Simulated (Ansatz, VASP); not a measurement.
# One calculation of KF, two programs

INCAR

```
SYSTEM = KF
  PREC = Accurate
  ENCUT = 600
  EDIFF = 1E-6
  ISMEAR = -1
  SIGMA = 0.05
  LREAL = .False.
  LASPH = .True.
  NELM = 120
  ALGO = Normal
  ISIF = 2
  LWAVE = .False.
  LCHARG = .True.
  GGA = PE
  LELF = .True.
  LVHAR = .True.
  NBANDS = 15
  GGA_COMPAT = .False.
```

File KPOINTS:

```
regular mesh
0
Gamma
  11 11 11
  0 0 0
```

Contents of POSCAR:

```
KF
1.0
    0.0000000000      2.9345970518      2.9345970518
    2.9345970518      0.0000000000      2.9345970518
    2.9345970518      2.9345970518      0.0000000000
K F
1 1
Direct
    0.0000000000      0.0000000000      0.0000000000
    0.2500000000      0.2500000000      0.2500000000
```

Input for Ansatz:

```yaml
crystal:
  lattice:
    - [0.0, 2.9345970518, 2.9345970518]
    - [2.9345970518, 0.0, 2.9345970518]
    - [2.9345970518, 2.9345970518, 0.0]
  atoms:
    - { symbol: K, position: [0.0, 0.0, 0.0] }
    - { symbol: F, position: [0.25, 0.25, 0.25] }
kpoints:
  mp_grid: { grid: [11, 11, 11] }
scf:
  occupations: { method: fermi_dirac, width: 0.05 }
hamiltonian:
  xc: pbe
  pseudopotentials: { kind: all_electron, lapw: { basis_error: 0.00025 } }
output:
  forces: true
  stress: true
  eigenvalues: true
```

Change from the starting cell: volume scaled by 0.96.

Alike in both runs: task single point; functional PBE; k mesh 11 × 11 × 11; occupations fermi-dirac, width 0.05 eV; no spin polarisation.

|  | VASP | Ansatz |
| --- | --- | --- |
| version | VASP 6.6.1 | Ansatz 0.2.0 |
| potentials or method | VASP PAW PBE potentials, release 64 (K_sv, F), cutoff 600 eV | all-electron LAPW, scalar-relativistic |

|  | VASP | Ansatz | Ansatz less VASP |
| --- | --- | --- | --- |
| gap on the k mesh at the Fermi level (eV) | 5.17 | 5.17 | +0.007 |
| pressure (GPa) | 0.9 | 0.9 | 0.00 |

Ansatz ran all-electron here, and VASP with PAW potentials.
